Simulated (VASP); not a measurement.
# GaRe12 in VASP: a series of runs

The runs below take GaRe12 through single point, with PBE.

Everything below comes from runs of VASP 6.6.1. Logs are shortened: lines on timing, memory, paths and dates and some standing lists are left out, and cuts for length are marked.

## Step 1: The cell of the first run

The cell holds a slab with vacuum, 13 atoms: a = 5.520 Å, b = 5.520 Å, c = 16.457 Å, α = 90.00°, β = 90.00°, γ = 60.00°.

## Step 2: Single point, PBE

The input, INCAR:

```
SYSTEM = GaRe12
PREC = Accurate
ENCUT = 520
EDIFF = 1E-6
ISMEAR = 0
SIGMA = 0.15
LREAL = .False.
LASPH = .True.
NELM = 60
ALGO = Normal
ISIF = 2
LWAVE = .False.
LCHARG = .False.
GGA = PE
NBANDS = 60
```

The input, KPOINTS:

```
regular mesh
0
Gamma
  4 4 1
  0 0 0
```

The input, POSCAR:

```
GaRe12
1.0
    5.5200000000      0.0000000000      0.0000000000
    2.7600000000      4.7804600000      0.0000000000
    0.0000000000      0.0000000000     16.4574000000
Re Ga
12 1
Direct
    0.0000000000      0.0000000000      0.0607628787
    0.5000000000      0.0000000000      0.0607628787
    0.0000000000      0.5000000000      0.0607628787
    0.5000000000      0.5000000000      0.0607628787
   -0.1647428345      0.3351338574      0.1917355111
    0.3371150378      0.3318224606      0.1922145661
   -0.1681478204      0.8372162930      0.1922374737
    0.3328527857      0.8330357330      0.1930436156
   -0.0091823383      0.0151824301      0.3259068261
    0.4981184915     -0.0021826351      0.3239760229
    0.0043167087      0.5043872347      0.3262004934
    0.5145247758      0.4909450137      0.3259129024
    0.2168356128      0.7176621078      0.4535879908
```

Potentials or basis: VASP PAW PBE potentials, release 64 (Re, Ga_d).

Launch:

```sh
$ cat potpaw_PBE.64/Re/POTCAR potpaw_PBE.64/Ga_d/POTCAR > POTCAR
$ mpirun -np 1 vasp_std > vasp.out
```

OUTCAR:

```text
SYSTEM = GaRe12
   PREC = Accurate
   ENCUT = 520
   EDIFF = 1E-6
   ISMEAR = 0
   LREAL = .False.
   LASPH = .True.
   NELM = 60
   ISIF = 2
   GGA = PE

 ion  position               nearest neighbor table
   1  0.000  0.000  0.061-   7 2.68   5 2.69   8 2.70   3 2.76   3 2.76   4 2.76   4 2.76   2 2.76
                             2 2.76
   2  0.500  0.000  0.061-   6 2.68   7 2.68   8 2.70   4 2.76   3 2.76   4 2.76   3 2.76   1 2.76
                             1 2.76
   3  0.000  0.500  0.061-   5 2.67   6 2.70   7 2.70   1 2.76   1 2.76   2 2.76   2 2.76   4 2.76
                             4 2.76
   4  0.500  0.500  0.061-   6 2.68   5 2.69   8 2.70   2 2.76   1 2.76   2 2.76   1 2.76   3 2.76
                             3 2.76
   5  0.835  0.335  0.192-   3 2.67   1 2.69   4 2.69   9 2.69  12 2.69  11 2.74   7 2.76   6 2.76
                             8 2.76   8 2.76   6 2.76   7 2.76
   6  0.337  0.332  0.192-   4 2.68   2 2.68  10 2.69   3 2.70  11 2.72  12 2.73   7 2.73   8 2.76
                             5 2.76   5 2.76   8 2.77   7 2.79
   7  0.832  0.837  0.192-   1 2.68   2 2.68  10 2.69   3 2.70  11 2.72   9 2.73   6 2.73   8 2.75
                             5 2.76   5 2.76   8 2.77   6 2.79
   8  0.333  0.833  0.193-  10 2.67   1 2.70   4 2.70   2 2.70   9 2.73  12 2.73   7 2.75   6 2.76
                             5 2.76   5 2.76   6 2.77   7 2.77
   9  0.991  0.015  0.326-  13 2.57  12 2.63   5 2.69   7 2.73   8 2.73  11 2.74  10 2.75  10 2.77
                            11 2.78  12 2.89
  10  0.498  0.998  0.324-   8 2.67   7 2.69   6 2.69   9 2.75  12 2.75  11 2.76  11 2.76  12 2.77
                             9 2.77
  11  0.004  0.504  0.326-   7 2.72   6 2.72   9 2.74   5 2.74  12 2.74  10 2.76  10 2.76  12 2.78
                             9 2.78  13 2.92
  12  0.515  0.491  0.326-  13 2.57   9 2.63   5 2.69   6 2.73   8 2.73  11 2.74  10 2.75  10 2.77
                            11 2.78   9 2.89
  13  0.217  0.718  0.454-   9 2.57  12 2.57  11 2.92

  LATTYP: Found a hexagonal cell.
 ALAT       =     5.5199998018
 C/A-ratio  =     2.9814131505

  Lattice vectors:

 A1 = (  -2.7600000000,  -4.7804600000,   0.0000000000)
 A2 = (   5.5200000000,   0.0000000000,   0.0000000000)
 A3 = (   0.0000000000,   0.0000000000,  16.4574000000)

Analysis of symmetry for initial positions (statically):
=====================================================================
 Subroutine PRICEL returns:
 Original cell was already a primitive cell.

 Routine SETGRP: Setting up the symmetry group for a
 hexagonal supercell.

 Subroutine GETGRP returns: Found  1 space group operations
 (whereof  1 operations were pure point group operations)
 out of a pool of 24 trial point group operations.

The static configuration has the point symmetry C_1 .

Analysis of symmetry for dynamics (positions and initial velocities):
=====================================================================
 Subroutine PRICEL returns:
 Original cell was already a primitive cell.

 Routine SETGRP: Setting up the symmetry group for a
 hexagonal supercell.

 Subroutine GETGRP returns: Found  1 space group operations
 (whereof  1 operations were pure point group operations)
 out of a pool of 24 trial point group operations.

The dynamic configuration has the point symmetry C_1 .

 Subroutine INISYM returns: Found  1 space group operations
 (whereof  1 operations are pure point group operations),
 and found     1 'primitive' translations

----------------------------------------------------------------------------------------

                                     Primitive cell

  volume of cell :     434.2802

  direct lattice vectors                    reciprocal lattice vectors
     5.520000000  0.000000000  0.000000000     0.181159420 -0.104592445  0.000000000
     2.760000000  4.780460000  0.000000000     0.000000000  0.209184890  0.000000000
     0.000000000  0.000000000 16.457400000     0.000000000  0.000000000  0.060762939

  length of vectors
     5.520000000  5.519999802 16.457400000     0.209184883  0.209184890  0.060762939

  position of ions in fractional coordinates (direct lattice)
     0.000000000  0.000000000  0.060762879
     0.500000000  0.000000000  0.060762879
     1.000000000  0.500000000  0.060762879
     0.500000000  0.500000000  0.060762879
     0.835257166  0.335133857  0.191735511
     0.337115038  0.331822461  0.192214566
     0.831852180  0.837216293  0.192237474
     0.332852786  0.833035733  0.193043616
     0.990817662  0.015182430  0.325906826
     0.498118492  0.997817365  0.323976023
     0.004316709  0.504387235  0.326200493
     0.514524776  0.490945014  0.325912902
     0.216835613  0.717662108  0.453587991

  ion indices of the primitive-cell ions
   primitive index   ion index
                 1           1
                 2           2
                 3           3
                 4           4
                 5           5
                 6           6
                 7           7
                 8           8
                 9           9
                10          10
                11          11
                12          12
                13          13

----------------------------------------------------------------------------------------

 KPOINTS: regular mesh

Automatic generation of k-mesh.
 Grid dimensions read from file:
 generate k-points for:    4    4    1

 Generating k-lattice:

  Cartesian coordinates                     Fractional coordinates (reciprocal lattice)
     0.045289855 -0.026148111  0.000000000     0.250000000 -0.000000000  0.000000000
     0.000000000  0.052296223  0.000000000     0.000000000  0.250000000  0.000000000
     0.000000000  0.000000000  0.060762939     0.000000000  0.000000000  1.000000000

  Length of vectors
     0.052296221  0.052296223  0.060762939

  Shift w.r.t. Gamma in fractional coordinates (k-lattice)
     0.000000000  0.000000000  0.000000000

 Subroutine IBZKPT returns following result:
 ===========================================

 Found     10 irreducible k-points:

 Following reciprocal coordinates:
            Coordinates               Weight
  0.000000  0.000000  0.000000      1.000000
  0.250000 -0.000000  0.000000      2.000000
  0.250000  0.250000  0.000000      2.000000
  0.000000  0.250000  0.000000      2.000000
  0.500000 -0.000000  0.000000      1.000000
  0.500000  0.500000  0.000000      1.000000
  0.000000  0.500000  0.000000      1.000000
  0.500000  0.250000  0.000000      2.000000
  0.250000  0.500000  0.000000      2.000000
 -0.250000  0.250000  0.000000      2.000000
   k-points           NKPTS =     10   k-points in BZ     NKDIM =     10   number of bands    NBANDS=     60
   number of dos      NEDOS =    301   number of ions     NIONS =     13
   total plane-waves  NPLWV = 222264
   dimension x,y,z NGX =    42 NGY =   42 NGZ =  126
   dimension x,y,z NGXF=    84 NGYF=   84 NGZF=  252
   ions per type =              12   1
   NGX,Y,Z   is equivalent  to a cutoff of  12.65, 12.65, 12.73 a.u.
   NGXF,Y,Z  is equivalent  to a cutoff of  25.30, 25.30, 25.46 a.u.
 SYSTEM =  GaRe12
   PREC   = accura    normal or accurate (medium, high low for compatibility)
   ISTART =      0    job   : 0-new  1-cont  2-samecut
   ICHARG =      2    charge: 1-file 2-atom 10-const
   ISPIN  =      1    spin polarized calculation?
   LNONCOLLINEAR =      F non collinear calculations
   LSORBIT =      F    spin-orbit coupling
   LASPH  =      T    aspherical Exc in radial PAW
   ENCUT  =  520.0 eV  38.22 Ry    6.18 a.u.  10.26 10.26 30.60*2*pi/ulx,y,z
   NELM   =     60;   NELMIN=  2; NELMDL= -5     # of ELM steps
   EDIFF  = 0.1E-05   stopping-criterion for ELM
   LREAL  =      F    real-space projection
   EDIFFG = 0.1E-04   stopping-criterion for IOM
   NSW    =      0    number of steps for IOM
   IBRION =     -1    ionic relax: 0-MD 1-quasi-New 2-CG
   NFREE  =      0    steps in history (QN), initial steepest desc. (CG)
   ISIF   =      2    stress and relaxation
   ISYM   =      2    0-nonsym 1-usesym 2-fastsym
   POTIM  = 0.5000    time-step for ionic-motion
   TEBEG  =    0.0;   TEEND  =   0.0 temperature during run
   PSTRESS=    0.0 pullay stress
   NELECT =      97.0000    total number of electrons
   NUPDOWN=      -1.0000    fix difference up-down
   EMIN   =  10.00;   EMAX   =-10.00  energy-range for DOS
   EFERMI =   0.00;   METHOD = LEGACY
   ISMEAR =     0;   SIGMA  =   0.15  broadening in eV -4-tet -1-fermi 0-gaus
   EFERMI_NEDOS =   21; number of points for ismear=-14 and -15
   IALGO  =     38    algorithm
   IMIX   =      4    mixing-type and parameters
     AMIX     =   0.40;   BMIX     =  1.00
     AMIX_MAG =   1.60;   BMIX_MAG =  1.00
  volume/ion in A,a.u.               =      33.41       225.44
  Fermi-wavevector in a.u.,A,eV,Ry     =   0.993289  1.877043 13.423808  0.986622
  Thomas-Fermi vector in A             =   2.125160
   LORBIT       =      0    0 simple, 1 ext, 2 COOP (PROOUT), +10 PAW based schemes
   GGA     = PE    functional components
   LHFCALC =     F    Hartree Fock is set to
   AEXX    =    0.0000 exact exchange contribution
   IVDW    =     0    specifies the selected vdW correction
   LEPSILON=     F    determine dielectric tensor
   LRPA    =     F    only Hartree local field effects (RPA)
 non-spin polarized calculation
 Gauss-broadening in eV      SIGMA  =   0.15
  energy-cutoff  :      520.00
  volume of cell :      434.28
 maximum number of plane-waves:     11704
 NGX is ok and might be reduce to    42
   NGX = 21   NGY = 21   NGZ = 61

 number of electron      96.9999998 magnetization

 Free energy of the ion-electron system (eV)
  ---------------------------------------------------
  ext. energy  EPLUGINS =         0.00000000
  ---------------------------------------------------
  free energy    TOTEN  =      -142.99525330 eV

  energy without entropy =     -142.80576174  energy(sigma->0) =     -142.90050752

 E-fermi :   0.9938     XC(G=0):  -7.3353

 val. band max:        0.9917611382   @ k =   0.2500  -0.0000   0.0000
 cond. band min:       1.0191771206   @ k =  -0.2500   0.2500   0.0000
 fundamental gap:      0.0274159824
 Fermi energy:         0.9937569554

 k-point     1 :       0.0000    0.0000    0.0000
  band No.  band energies     occupation
      1     -13.5193      2.00000
      2     -13.5150      2.00000
      3     -13.4950      2.00000
      4     -13.4710      2.00000
      5     -13.4667      2.00000
      6      -8.3218      2.00000
[... 52 lines left out ...]
     59       3.7699      0.00000
     60       4.1040      0.00000

 k-point     2 :       0.2500   -0.0000    0.0000
  band No.  band energies     occupation
      1     -13.5198      2.00000
      2     -13.5141      2.00000
      3     -13.4947      2.00000
      4     -13.4705      2.00000
      5     -13.4667      2.00000
      6      -7.7190      2.00000
[... 52 lines left out ...]
     59       3.1966      0.00000
     60       3.2436      0.00000

 k-point     3 :       0.2500    0.2500    0.0000
  band No.  band energies     occupation
      1     -13.5193      2.00000
      2     -13.5148      2.00000
      3     -13.4947      2.00000
      4     -13.4709      2.00000
      5     -13.4664      2.00000
      6      -7.7236      2.00000
[... 430 lines left out ...]
     59       2.6011      0.00000
     60       3.0770      0.00000

 k-point    10 :      -0.2500    0.2500    0.0000
  band No.  band energies     occupation
      1     -13.5203      2.00000
      2     -13.5133      2.00000
      3     -13.4945      2.00000
      4     -13.4700      2.00000
      5     -13.4666      2.00000
      6      -6.6636      2.00000
[... 52 lines left out ...]
     59       2.7169      0.00000
     60       3.0600      0.00000

------------------------ aborting loop because EDIFF is reached ----------------------------------------

  FORCE on cell =-STRESS in cart. coord.  units (eV):
  Direction    XX          YY          ZZ          XY          YZ          ZX
  --------------------------------------------------------------------------------------
  -------------------------------------------------------------------------------------
  Total       -7.8209194     -7.0837820     -0.9393329     -0.6145228     -0.5286839     -0.8848345
  in kB      -28.8534933    -26.1339934     -3.4654538     -2.2671414     -1.9504583     -3.2643946
  external PRESSURE =     -19.4843135 kB  Pullay stress =       0.0000000 kB

 VOLUME and BASIS-vectors are now :
 -----------------------------------------------------------------------------
  energy-cutoff  :      520.00
  volume of cell :      434.28
      direct lattice vectors                 reciprocal lattice vectors
     5.520000000  0.000000000  0.000000000     0.181159420 -0.104592445  0.000000000
     2.760000000  4.780460000  0.000000000     0.000000000  0.209184890  0.000000000
     0.000000000  0.000000000 16.457400000     0.000000000  0.000000000  0.060762939

 POSITION                                       TOTAL-FORCE (eV/Angst)
 -----------------------------------------------------------------------------------
      0.00000      0.00000      1.00000         0.017010      0.107039      0.068428
      2.76000      0.00000      1.00000        -0.087579     -0.052922      0.077438
      1.38000      2.39023      1.00000         0.099799      0.058299     -0.003410
      4.14000      2.39023      1.00000         0.095524     -0.037778      0.067644
      5.53559      1.60209      3.15547        -0.001805      0.003962     -0.024175
      2.77670      1.58626      3.16335         0.006380     -0.000126     -0.010046
      6.90254      4.00228      3.16373         0.002577      0.004128     -0.012265
      4.13653      3.98229      3.17700         0.004185     -0.000300     -0.015499
      5.51122      0.07258      5.36358        -0.015909      0.051059     -0.038833
      5.50359      4.77003      5.33180        -0.000999      0.002195     -0.045379
      1.41594      2.41120      5.36841        -0.012902     -0.007792     -0.027967
      4.19519      2.34694      5.36368         0.044587     -0.038906     -0.040322
      3.17768      3.43075      7.46488        -0.150868     -0.088856      0.004387
 -----------------------------------------------------------------------------------
    total drift:                                0.000098      0.000148      0.000745

  FREE ENERGIE OF THE ION-ELECTRON SYSTEM (eV)
  ---------------------------------------------------
  free  energy   TOTEN  =      -142.9952532972 eV

  energy  without entropy=     -142.8057617385  energy(sigma->0) =     -142.90050752
```

Run time: 20 min. Hardware: 1 thread of Intel Xeon Platinum 8488C (Sapphire Rapids), shared host; peak memory 0.61 GiB.

What came out:

* Free energy: -142.9953 eV
* Largest force: 0.175 eV/Å
* Band gap on the k mesh: zero (an odd number of electrons rules out a gap without spin polarisation)

Forces in eV/Å, atoms in the order of the input:
```
Re   0.017  0.107  0.068
Re  -0.088 -0.053  0.077
Re   0.100  0.058 -0.003
Re   0.096 -0.038  0.068
Re  -0.002  0.004 -0.024
Re   0.006  0.000 -0.010
Re   0.003  0.004 -0.012
Re   0.004  0.000 -0.015
Re  -0.016  0.051 -0.039
Re  -0.001  0.002 -0.045
Re  -0.013 -0.008 -0.028
Re   0.045 -0.039 -0.040
Ga  -0.151 -0.089  0.004
```

Levels at points of the mesh, in eV from the Fermi level:
```tsv
k point	band 47	band 48	band 49	band 50	band 51	band 52
(0.00, 0.00, 0.00)	0.52	0.60	0.73	0.75	0.81	0.86
(0.50, 0.00, 0.00)	-0.47	-0.34	-0.28	-0.12	-0.03	0.38
(0.50, 0.50, 0.00)	-0.36	-0.34	-0.18	-0.08	-0.08	0.35
(0.00, 0.50, 0.00)	-0.47	-0.34	-0.28	-0.13	-0.02	0.38
```

Caveat: there is no dipole correction, which matters where the two faces differ; spin-orbit coupling is left out, which moves the levels of the heavy elements.

[end of part 1 of 2]

The gap in the log of VASP goes by the Fermi energy; the results here count the filled bands.